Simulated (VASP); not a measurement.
# NaScTe2 (P4/mmm) in VASP: further runs, part 2 of 2

VASP 6.6.1. Earlier steps stand in the parts before.

## (4) Relaxation of cell and atoms, LDA

This run uses another cell than the first one, of 27.65 Å³/atom.

The input, INCAR:

```
  ALGO = Normal
  EDIFF = 1E-6
  EDIFFG = -0.005
  ENCUT = 600
  IBRION = 2
  ISIF = 3
  ISMEAR = -1
  LASPH = T
  LCHARG = F
  LREAL = F
  LWAVE = F
  NELM = 60
  NSW = 80
  PREC = Accurate
  SIGMA = 0.02
```

The input, KPOINTS:

```
k-points
0
Gamma
  6 6 4
```

The input, POSCAR:

```
NaScTe2
1.0
    4.3195603006      0.0000000000      0.0000000000
    0.0000000000      4.3195603006      0.0000000000
    0.0000000000      0.0000000000      5.9273095064
Na Te Sc
1 2 1
Direct
    0.0000000000      0.0000000000      0.0000000000
    0.0000000000      0.0000000000      0.5000000000
    0.5000000000      0.5000000000      0.0000000000
    0.5000000000      0.5000000000      0.5000000000
```

Potentials or basis: VASP PAW LDA potentials, release 64 (Na_pv, Te, Sc_sv).

The run is started by

```
$ cat potpaw_LDA.64/Na_pv/POTCAR potpaw_LDA.64/Te/POTCAR potpaw_LDA.64/Sc_sv/POTCAR > POTCAR
$ mpirun -np 1 vasp_std > vasp.out
```

OUTCAR:

```text
EDIFF = 1E-6
   EDIFFG = -0.005
   ENCUT = 600
   IBRION = 2
   ISIF = 3
   ISMEAR = -1
   LASPH = T
   LREAL = F
   NELM = 60
   NSW = 80
   PREC = Accurate

 ion  position               nearest neighbor table
   1  0.000  0.000  0.000-   2 2.96   2 2.96   3 3.05   3 3.05   3 3.05   3 3.05
   2  0.000  0.000  0.500-   1 2.96   1 2.96   4 3.05   4 3.05   4 3.05   4 3.05
   3  0.500  0.500  0.000-   4 2.96   4 2.96   1 3.05   1 3.05   1 3.05   1 3.05
   4  0.500  0.500  0.500-   3 2.96   3 2.96   2 3.05   2 3.05   2 3.05   2 3.05

  LATTYP: Found a simple tetragonal cell.
 ALAT       =     4.3195603006
 C/A-ratio  =     1.3722020516

  Lattice vectors:

 A1 = (   4.3195603006,   0.0000000000,   0.0000000000)
 A2 = (   0.0000000000,   4.3195603006,   0.0000000000)
 A3 = (   0.0000000000,   0.0000000000,   5.9273095064)

Analysis of symmetry for initial positions (statically):
=====================================================================
 Subroutine PRICEL returns:
 Original cell was already a primitive cell.

 Routine SETGRP: Setting up the symmetry group for a
 simple tetragonal supercell.

 Subroutine GETGRP returns: Found 16 space group operations
[... 177 lines left out ...]
  -------------------------------------------------------------------------------------
  Total       -2.4328104     -2.4328104     -2.5480061      0.0000000     -0.0000000     -0.0000000
  in kB      -35.2437544    -35.2437544    -36.9125770      0.0000000     -0.0000000     -0.0000000
  external PRESSURE =     -35.8000286 kB  Pullay stress =       0.0000000 kB
[... 253 lines left out ...]
--------------------------------------- Ionic step        8  -------------------------------------------

 number of electron      29.9999998 magnetization

 Free energy of the ion-electron system (eV)
  ---------------------------------------------------
  ext. energy  EPLUGINS =         0.00000000
  ---------------------------------------------------
  free energy    TOTEN  =       -19.91562984 eV

  energy without entropy =      -19.91496885  energy(sigma->0) =      -19.91529934

 E-fermi :   4.9047     XC(G=0):  -9.7637

 val. band max:        4.8820713645   @ k =   0.1667   0.0000   0.0000
 cond. band min:       5.0751238237   @ k =   0.0000   0.0000   0.0000
 fundamental gap:      0.1930524592
 Fermi energy:         4.9046702270

 k-point     1 :       0.0000    0.0000    0.0000
  band No.  band energies     occupation
      1     -44.8056      2.00000
      2     -23.7890      2.00000
      3     -23.7890      2.00000
      4     -23.6945      2.00000
      5     -18.1509      2.00000
      6     -18.1114      2.00000
[... 505 lines left out ...]
      6     -18.1220      2.00000
[... 11 lines left out ...]
     18       7.1210      0.00000
     19       8.4558      0.00000

 [... further k-points ...]

------------------------ aborting loop because EDIFF is reached ----------------------------------------

  FORCE on cell =-STRESS in cart. coord.  units (eV):
  Direction    XX          YY          ZZ          XY          YZ          ZX
  --------------------------------------------------------------------------------------
  -------------------------------------------------------------------------------------
  Total        0.0161554      0.0161554      0.0188987      0.0000000      0.0000000     -0.0000000
  in kB        0.2538695      0.2538695      0.2969788      0.0000000      0.0000000     -0.0000000
  external PRESSURE =       0.2682392 kB  Pullay stress =       0.0000000 kB
[... 19 lines left out ...]
  FREE ENERGIE OF THE ION-ELECTRON SYSTEM (eV)
  ---------------------------------------------------
  free  energy   TOTEN  =       -19.9156298358 eV

  energy  without entropy=      -19.9149688467  energy(sigma->0) =      -19.91529934

 reached required accuracy - stopping structural energy minimisation
```

OSZICAR:

```text
N       E                     dE             d eps       ncg     rms          rms(c)
DAV:   1     0.344989369569E+03    0.34499E+03   -0.14821E+04  1164   0.165E+03
DAV:   2     0.130048807221E+02   -0.33198E+03   -0.32659E+03  1340   0.496E+02
DAV:   3    -0.212612427911E+02   -0.34266E+02   -0.32585E+02  1864   0.148E+02
DAV:   4    -0.225674807988E+02   -0.13062E+01   -0.13033E+01  1704   0.251E+01
[... 65 lines left out ...]
DAV:   2    -0.199157366766E+02    0.38210E-03   -0.13550E-03  1520   0.544E-01    0.509E-02
DAV:   3    -0.199156571424E+02    0.79534E-04   -0.17876E-04  1640   0.114E-01    0.314E-02
DAV:   4    -0.199156314136E+02    0.25729E-04   -0.72345E-05  1517   0.105E-01    0.146E-02
DAV:   5    -0.199156303037E+02    0.11099E-05   -0.16162E-06   881   0.173E-02    0.781E-03
DAV:   6    -0.199156298358E+02    0.46789E-06   -0.47938E-07   612   0.116E-02
   8 F= -.19915630E+02 E0= -.19915299E+02  d E =-.232411E-04
```

CONTCAR:

```text
NaScTe2
   1.00000000000000
     4.1933183597815740    0.0000000000000000   -0.0000000000000000
     0.0000000000000000    4.1933183597815740   -0.0000000000000000
    -0.0000000000000000   -0.0000000000000000    5.7983131772195815
  Na              Te              Sc
     1     2     1
Direct
     1.0000000000000000    0.0000000000000000    1.0000000000000000
     1.0000000000000000    0.0000000000000000    0.5000000000000000
     0.5000000000000000    0.5000000000000000    1.0000000000000000
     0.5000000000000000    0.5000000000000000    0.5000000000000000

  0.00000000E+00  0.00000000E+00  0.00000000E+00
  0.00000000E+00  0.00000000E+00  0.00000000E+00
  0.00000000E+00  0.00000000E+00  0.00000000E+00
  0.00000000E+00  0.00000000E+00  0.00000000E+00
```

It took 7.4 min on 1 thread of Intel Xeon 8259CL, shared host; peak memory 0.27 GiB.

Results:

```yaml
Free_energy: -19.9156 eV
Relaxed_volume: 25.49 Å³/atom
Relaxed_cell: a = 4.193 Å, b = 4.193 Å, c = 5.798 Å, α = 90.00°, β = 90.00°, γ = 90.00°
Space_group_after_relaxing_to_0.1_Å: P4/mmm (No. 123)
Energy_gained_by_relaxing: 25.8 meV/atom
Ionic_steps: 8
Pressure_after_relaxing: 0.0 GPa
Band_gap_on_the_k_mesh: zero (bands 15 and 16 overlap by 0.55 eV)
```

Step by step:
```tsv
step	energy change (eV)	largest force (eV/Å)	pressure (GPa)	volume (Å³)
1	0.0000	0.0000	-3.58	110.60
2	-0.0989	0.0000	0.63	101.00
3	-0.1012	0.0000	0.00	102.16
4	-0.1011	0.0000	-0.10	102.32
5	-0.1029	0.0000	-0.07	102.16
6	-0.1030	0.0000	-0.05	102.11
7	-0.1030	0.0000	-0.07	102.13
8	-0.1030	0.0000	0.03	101.96
```

Final structure:
```xyz
4
Lattice="4.1933 0.0000 0.0000 0.0000 4.1933 0.0000 0.0000 0.0000 5.7983" Properties=species:S:1:pos:R:3 pbc="T T T"
Na    4.1933    0.0000    5.7983
Te    4.1933    0.0000    2.8992
Te    2.0967    2.0967    5.7983
Sc    2.0967    2.0967    2.8992
```

Caveat: spin-orbit coupling is left out, which moves the levels of the heavy elements.

## (5) Overview

| task | level | potentials or basis | cell | cutoff (eV) | gap on the mesh (eV) | pressure (GPa) | relaxed volume (Å³/atom) |
| --- | --- | --- | --- | --- | --- | --- | --- |
| single point | r2SCAN | VASP PAW PBE potentials, release 64 (Na_pv, Te, Sc_sv) | a = 4.310, b = 4.310, c = 5.899 Å, 4 atoms | 520 | none | 0.0 | - |
| relaxation of cell and atoms | PBEsol | VASP PAW PBE potentials, release 64 (Na_pv, Te, Sc_sv) | relaxed from a = 4.320, b = 4.320, c = 5.927 Å, 4 atoms | 600 | none | 0.0 | 26.45 |
| relaxation of cell and atoms | LDA | VASP PAW LDA potentials, release 64 (Na_pv, Te, Sc_sv) | relaxed from a = 4.320, b = 4.320, c = 5.927 Å, 4 atoms | 600 | none | 0.0 | 25.49 |

Alike in all rows: no spin polarisation; k mesh 6 × 6 × 4; smearing fermi-dirac 0.02 eV.

Caveats: spin-orbit coupling is left out, which moves the levels of the heavy elements; the PAW data sets were made with another functional, which shifts forces and pressure a little (at least some runs).

Total energies depend on the potentials used, so only differences within one code and one set of settings carry meaning.
